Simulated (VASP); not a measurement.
Wanted: the native input for a VASP 6.6.1 run.

```yaml
Task: single point
Functional: r2SCAN
Potentials_or_basis: VASP PAW PBE potentials, release 64 (Fe, Ge_d)
Cutoff: 520 eV
k_mesh: 3 × 3 × 3
Occupations: gaussian, width 0.05 eV
Spin: collinear spin, ferromagnetic start
Starting_moments: "[4.0, 0.0] μB"
Dipole_correction: no
Further_INCAR_settings: ALGO = Normal; EDIFF = 1e-06; NBANDS = 22
```

The system is FeGe.

```
Fe Ge
1.0
     3.01617    0.00000    0.00000
     0.00000    3.01617    0.00000
     0.00000    0.00000    3.01617
Fe Ge
1 1
Direct
  0.00000 0.00000 0.00000
  0.46334 0.45075 0.45353
```

These files were run (other wordings do the same):

POSCAR

```
FeGe
1.0
    3.0161688700      0.0000000000      0.0000000000
    0.0000000000      3.0161688700      0.0000000000
    0.0000000000      0.0000000000      3.0161688700
Fe Ge
1 1
Direct
    0.0000000000      0.0000000000      0.0000000000
    0.4633440200      0.4507515000      0.4535288900
```

INCAR.step1

```
SYSTEM = FeGe
PREC = Accurate
ENCUT = 520
ISMEAR = 0
SIGMA = 0.05
LREAL = .False.
LASPH = .True.
NELM = 150
ISPIN = 2
MAGMOM = 4 0
LMAXMIX = 4
NBANDS = 22
GGA = PE
ALGO = Normal
EDIFF = 1E-4
LWAVE = .True.
LCHARG = .False.
```

INCAR.step2

```
SYSTEM = FeGe
PREC = Accurate
ENCUT = 520
EDIFF = 1E-6
ISMEAR = 0
SIGMA = 0.05
LREAL = .False.
LASPH = .True.
NELM = 150
ALGO = Normal
ISIF = 2
LWAVE = .False.
LCHARG = .False.
ISPIN = 2
MAGMOM = 4 0
LORBIT = 11
LMAXMIX = 4
METAGGA = R2SCAN
LMIXTAU = .True.
NBANDS = 22
ISTART = 1
```

KPOINTS

```
regular mesh
0
Gamma
  3 3 3
  0 0 0
```

Potentials or basis: VASP PAW PBE potentials, release 64 (Fe, Ge_d).

Launch:

```console
$ cat potpaw_PBE.64/Fe/POTCAR potpaw_PBE.64/Ge_d/POTCAR > POTCAR
$ cp INCAR.step1 INCAR
$ mpirun -np 1 vasp_std > vasp.out
$ cp INCAR.step2 INCAR
$ mpirun -np 1 vasp_std > vasp.out
```

Results of the run:

```json
{
  "Pressure": "-4.8 GPa",
  "Largest force": "0.944 eV/Å",
  "Net moment": "1.93 μB per cell",
  "Site moments": "Fe +1.97; Ge -0.01 μB",
  "Valence electrons inside the program's atomic spheres": "Fe 7.13; Ge 12.42"
}
```

Caveat: the k points lie up to 0.69 Å⁻¹ apart; the PAW data sets were made with another functional, which shifts forces and pressure a little.

Run time: 3 min on 1 thread of AMD EPYC 7R13, on a shared host, peak memory 0.13 GiB.
